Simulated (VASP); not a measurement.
# CdS (F-43m) in VASP: further runs

The runs below take CdS through single point, with PBE.

Program: VASP 6.6.1. These are calculated values, not measurements. Logs are shortened: lines on timing, memory, paths and dates and some standing lists are left out, and cuts for length are marked.

**1. The cell of the first run**

Symmetry: F-43m, No. 216, cubic system. Conventional cell: a = 5.839 Å, b = 5.839 Å, c = 5.839 Å, α = 90.00°, β = 90.00°, γ = 90.00°. Cd (site symmetry -43m) has 4 S at 2.53 Å within 3.3 Å. Within 3.3 Å of S (site symmetry -43m) lie 4 Cd at 2.53 Å.

**2. Single point, PBE**

File INCAR:

```
ALGO     = Normal         # electronic algorithm
EDIFF    = 1E-7           # SCF threshold, eV
ENCUT    = 520            # plane-wave cutoff, eV
GGA      = PE             # functional
ISIF     = 2              # what is computed and relaxed
ISMEAR   = 0              # smearing method
LASPH    = True           # aspherical terms in the spheres
LCHARG   = False          # write CHGCAR
LREAL    = False          # projectors in reciprocal space
LWAVE    = False          # write WAVECAR
NBANDS   = 16             # bands
NELM     = 60             # most SCF steps
PREC     = Accurate       # precision mode
SIGMA    = 0.05           # smearing width, eV
```

File KPOINTS:

```
k-points
0
Gamma
  6 6 6
```

File POSCAR:

```
CdS
1.0
    0.0000000000      2.9196678451      2.9196678451
    2.9196678451      0.0000000000      2.9196678451
    2.9196678451      2.9196678451      0.0000000000
Cd S
1 1
Direct
    0.0000000000      0.0000000000      0.0000000000
    0.7500000000      0.7500000000      0.7500000000
```

Potentials or basis: VASP PAW PBE potentials, release 64 (Cd, S).

Launch:

```
$ cat potpaw_PBE.64/Cd/POTCAR potpaw_PBE.64/S/POTCAR > POTCAR
$ mpirun -np 1 vasp_std > vasp.out
```

OUTCAR:

```text
EDIFF = 1E-7
   ENCUT = 520
   GGA = PE
   ISIF = 2
   ISMEAR = 0
   LASPH = True
   LREAL = False
   NELM = 60
   PREC = Accurate

 ion  position               nearest neighbor table
   1  0.000  0.000  0.000-   2 2.53   2 2.53   2 2.53   2 2.53
   2  0.750  0.750  0.750-   1 2.53   1 2.53   1 2.53   1 2.53

  LATTYP: Found a face centered cubic cell.
 ALAT       =     5.8393356902

  Lattice vectors:

 A1 = (   0.0000000000,   2.9196678451,   2.9196678451)
 A2 = (   2.9196678451,   0.0000000000,   2.9196678451)
 A3 = (   2.9196678451,   2.9196678451,   0.0000000000)

Analysis of symmetry for initial positions (statically):
=====================================================================
 Subroutine PRICEL returns:
 Original cell was already a primitive cell.

 Routine SETGRP: Setting up the symmetry group for a
 face centered cubic supercell.

 Subroutine GETGRP returns: Found 24 space group operations
 (whereof 24 operations were pure point group operations)
 out of a pool of 48 trial point group operations.

The static configuration has the point symmetry T_d .

Analysis of symmetry for dynamics (positions and initial velocities):
=====================================================================
 Subroutine PRICEL returns:
 Original cell was already a primitive cell.

 Routine SETGRP: Setting up the symmetry group for a
 face centered cubic supercell.

 Subroutine GETGRP returns: Found 24 space group operations
 (whereof 24 operations were pure point group operations)
 out of a pool of 48 trial point group operations.

The dynamic configuration has the point symmetry T_d .

 Subroutine INISYM returns: Found 24 space group operations
 (whereof 24 operations are pure point group operations),
 and found     1 'primitive' translations

----------------------------------------------------------------------------------------

                                     Primitive cell

  volume of cell :      49.7772

  direct lattice vectors                    reciprocal lattice vectors
     0.000000000  2.919667845  2.919667845    -0.171252357  0.171252357  0.171252357
     2.919667845  0.000000000  2.919667845     0.171252357 -0.171252357  0.171252357
     2.919667845  2.919667845  0.000000000     0.171252357  0.171252357 -0.171252357

  length of vectors
     4.129033864  4.129033864  4.129033864     0.296617783  0.296617783  0.296617783

  position of ions in fractional coordinates (direct lattice)
     0.000000000  0.000000000  0.000000000
[... 68 lines left out ...]
   NELM   =     60;   NELMIN=  2; NELMDL= -5     # of ELM steps
   EDIFF  = 0.1E-06   stopping-criterion for ELM
   LREAL  =      F    real-space projection
   EDIFFG = 0.1E-05   stopping-criterion for IOM
   NSW    =      0    number of steps for IOM
   IBRION =     -1    ionic relax: 0-MD 1-quasi-New 2-CG
   NFREE  =      0    steps in history (QN), initial steepest desc. (CG)
   ISIF   =      2    stress and relaxation
   ISYM   =      2    0-nonsym 1-usesym 2-fastsym
   POTIM  = 0.5000    time-step for ionic-motion
   TEBEG  =    0.0;   TEEND  =   0.0 temperature during run
   PSTRESS=    0.0 pullay stress
   NELECT =      18.0000    total number of electrons
   NUPDOWN=      -1.0000    fix difference up-down
   EMIN   =  10.00;   EMAX   =-10.00  energy-range for DOS
   EFERMI =   0.00;   METHOD = LEGACY
   ISMEAR =     0;   SIGMA  =   0.05  broadening in eV -4-tet -1-fermi 0-gaus
   EFERMI_NEDOS =   21; number of points for ismear=-14 and -15
   IALGO  =     38    algorithm
   IMIX   =      4    mixing-type and parameters
     AMIX     =   0.40;   BMIX     =  1.00
     AMIX_MAG =   1.60;   BMIX_MAG =  1.00
  volume/ion in A,a.u.               =      24.89       167.96
  Fermi-wavevector in a.u.,A,eV,Ry     =   1.166332  2.204048 18.508420  1.360331
  Thomas-Fermi vector in A             =   2.302847
   LORBIT       =      0    0 simple, 1 ext, 2 COOP (PROOUT), +10 PAW based schemes
   GGA     = PE    functional components
   LHFCALC =     F    Hartree Fock is set to
   AEXX    =    0.0000 exact exchange contribution
   IVDW    =     0    specifies the selected vdW correction
   LEPSILON=     F    determine dielectric tensor
   LRPA    =     F    only Hartree local field effects (RPA)
 non-spin polarized calculation
 Gauss-broadening in eV      SIGMA  =   0.05
  energy-cutoff  :      520.00
  volume of cell :       49.78
 maximum number of plane-waves:      1363
   NGX = 15   NGY = 15   NGZ = 15

 number of electron      18.0000005 magnetization

 Free energy of the ion-electron system (eV)
  ---------------------------------------------------
  ext. energy  EPLUGINS =         0.00000000
  ---------------------------------------------------
  free energy    TOTEN  =        -6.12222440 eV

  energy without entropy =       -6.12222440  energy(sigma->0) =       -6.12222440

 E-fermi :   1.5180     XC(G=0):  -9.1335

 val. band max:        1.2886473947   @ k =   0.0000   0.0000   0.0000
 cond. band min:       2.4301776908   @ k =   0.0000   0.0000   0.0000
 fundamental gap:      1.1415302960
 Fermi energy:         1.5180450255

 k-point     1 :       0.0000    0.0000    0.0000
  band No.  band energies     occupation
      1     -11.0609      2.00000
      2      -6.4296      2.00000
      3      -6.4296      2.00000
      4      -6.4296      2.00000
      5      -5.9544      2.00000
      6      -5.9544      2.00000
[... 281 lines left out ...]
      3      -6.1593      2.00000
      4      -6.0314      2.00000
      5      -5.9127      2.00000
      6      -5.3721      2.00000
[... 8 lines left out ...]
     15      14.4806      0.00000
     16      14.5971      0.00000

------------------------ aborting loop because EDIFF is reached ----------------------------------------

  FORCE on cell =-STRESS in cart. coord.  units (eV):
  Direction    XX          YY          ZZ          XY          YZ          ZX
  --------------------------------------------------------------------------------------
  -------------------------------------------------------------------------------------
  Total        0.9315564      0.9315564      0.9315564     -0.0000000     -0.0000000      0.0000000
  in kB       29.9839883     29.9839883     29.9839883     -0.0000000     -0.0000000      0.0000000
  external PRESSURE =      29.9839883 kB  Pullay stress =       0.0000000 kB

 VOLUME and BASIS-vectors are now :
 -----------------------------------------------------------------------------
  energy-cutoff  :      520.00
  volume of cell :       49.78
      direct lattice vectors                 reciprocal lattice vectors
     0.000000000  2.919667845  2.919667845    -0.171252357  0.171252357  0.171252357
     2.919667845  0.000000000  2.919667845     0.171252357 -0.171252357  0.171252357
     2.919667845  2.919667845  0.000000000     0.171252357  0.171252357 -0.171252357

 POSITION                                       TOTAL-FORCE (eV/Angst)
 -----------------------------------------------------------------------------------
      0.00000      0.00000      0.00000        -0.000000     -0.000000      0.000000
      4.37950      4.37950      4.37950         0.000000      0.000000     -0.000000
 -----------------------------------------------------------------------------------
    total drift:                                0.000000      0.000000      0.000000

  FREE ENERGIE OF THE ION-ELECTRON SYSTEM (eV)
  ---------------------------------------------------
  free  energy   TOTEN  =        -6.1222243957 eV

  energy  without entropy=       -6.1222243957  energy(sigma->0) =       -6.12222440
```

OSZICAR:

```text
N       E                     dE             d eps       ncg     rms          rms(c)
DAV:   1     0.110374390153E+03    0.11037E+03   -0.90170E+03   520   0.102E+03
DAV:   2    -0.240914424829E+01   -0.11278E+03   -0.10642E+03   632   0.259E+02
DAV:   3    -0.664152173491E+01   -0.42324E+01   -0.42247E+01   624   0.517E+01
DAV:   4    -0.666780691274E+01   -0.26285E-01   -0.26283E-01   664   0.401E+00
DAV:   5    -0.666816178130E+01   -0.35487E-03   -0.35487E-03   632   0.438E-01    0.806E+00
DAV:   6    -0.614112773896E+01    0.52703E+00   -0.83556E-01   768   0.115E+01    0.647E+00
DAV:   7    -0.612179082302E+01    0.19337E-01   -0.20017E-01   600   0.305E+00    0.315E+00
DAV:   8    -0.612212028589E+01   -0.32946E-03   -0.18535E-02   600   0.173E+00    0.311E-01
DAV:   9    -0.612202330943E+01    0.96976E-04   -0.21927E-03   616   0.696E-01    0.603E-02
DAV:  10    -0.612214847853E+01   -0.12517E-03   -0.25217E-04   600   0.161E-01    0.677E-02
DAV:  11    -0.612223177296E+01   -0.83294E-04   -0.12702E-04   640   0.925E-02    0.210E-02
DAV:  12    -0.612222340495E+01    0.83680E-05   -0.27018E-05   656   0.682E-02    0.991E-03
DAV:  13    -0.612222473366E+01   -0.13287E-05   -0.46346E-06   616   0.129E-02    0.125E-02
DAV:  14    -0.612222441187E+01    0.32179E-06   -0.35424E-07   640   0.341E-03    0.488E-03
DAV:  15    -0.612222439572E+01    0.16146E-07   -0.28039E-08   400   0.108E-03
   1 F= -.61222244E+01 E0= -.61222244E+01  d E =-.282786E-12
```

Run time: 14 s. Hardware: 1 thread of Intel Xeon 8259CL, shared host; peak memory 0.18 GiB.

What came out:

- Free energy: -6.1222 eV
- Pressure: 3.0 GPa
- Band gap on the k mesh: 1.14 eV, direct

**3. Single point, PBE**

This run uses another cell than the first one, of 25.33 Å³/atom, 1.018 times its volume.

File INCAR:

```
  PREC = Accurate
  ENCUT = 520
  EDIFF = 1E-7
  ISMEAR = 0
  SIGMA = 0.05
  LREAL = F
  LASPH = T
  NELM = 80
  ALGO = Normal
  ISIF = 2
  LWAVE = F
  LCHARG = F
  GGA = PE
  NBANDS = 16
```

File KPOINTS:

```
regular mesh
0
Gamma
  6 6 6
```

File POSCAR:

```
CdS
1.0
    0.0000000000      2.9367105948      2.9367105948
    2.9367105948      0.0000000000      2.9367105948
    2.9367105948      2.9367105948      0.0000000000
Cd S
1 1
Direct
    0.0000000000      0.0000000000      0.0000000000
    0.7500000000      0.7500000000      0.7500000000
```

Potentials or basis: VASP PAW PBE potentials, release 64 (Cd, S).

Launch:

```
$ cat potpaw_PBE.64/Cd/POTCAR potpaw_PBE.64/S/POTCAR > POTCAR
$ mpirun -np 1 vasp_std > vasp.out
```

OUTCAR:

```text
PREC = Accurate
   ENCUT = 520
   EDIFF = 1E-7
   ISMEAR = 0
   LREAL = F
   LASPH = T
   NELM = 80
   ISIF = 2
   GGA = PE

 ion  position               nearest neighbor table
   1  0.000  0.000  0.000-   2 2.54   2 2.54   2 2.54   2 2.54
   2  0.750  0.750  0.750-   1 2.54   1 2.54   1 2.54   1 2.54

  LATTYP: Found a face centered cubic cell.
 ALAT       =     5.8734211896

  Lattice vectors:

 A1 = (   0.0000000000,   2.9367105948,   2.9367105948)
[... 479 lines left out ...]
------------------------ aborting loop because EDIFF is reached ----------------------------------------

  FORCE on cell =-STRESS in cart. coord.  units (eV):
  Direction    XX          YY          ZZ          XY          YZ          ZX
  --------------------------------------------------------------------------------------
  -------------------------------------------------------------------------------------
  Total        0.5927332      0.5927332      0.5927332     -0.0000000      0.0000000      0.0000000
  in kB       18.7480620     18.7480620     18.7480620     -0.0000000      0.0000000      0.0000000
  external PRESSURE =      18.7480620 kB  Pullay stress =       0.0000000 kB

 VOLUME and BASIS-vectors are now :
 -----------------------------------------------------------------------------
  energy-cutoff  :      520.00
  volume of cell :       50.65
      direct lattice vectors                 reciprocal lattice vectors
     0.000000000  2.936710595  2.936710595    -0.170258520  0.170258520  0.170258520
     2.936710595  0.000000000  2.936710595     0.170258520 -0.170258520  0.170258520
     2.936710595  2.936710595  0.000000000     0.170258520  0.170258520 -0.170258520

 POSITION                                       TOTAL-FORCE (eV/Angst)
 -----------------------------------------------------------------------------------
      0.00000      0.00000      0.00000         0.000000      0.000000      0.000000
      4.40507      4.40507      4.40507        -0.000000     -0.000000     -0.000000
 -----------------------------------------------------------------------------------
    total drift:                                0.000000      0.000000      0.000000

  FREE ENERGIE OF THE ION-ELECTRON SYSTEM (eV)
  ---------------------------------------------------
  free  energy   TOTEN  =        -6.1356471292 eV

  energy  without entropy=       -6.1356471292  energy(sigma->0) =       -6.13564713
```

It took 16 s on 1 thread of Intel Xeon 8259CL, shared host; peak memory 0.18 GiB.

Results:

| Property | Result |
| --- | --- |
| Free energy | -6.1356 eV |
| Pressure | 1.9 GPa |
| Band gap on the k mesh | 1.10 eV, direct |
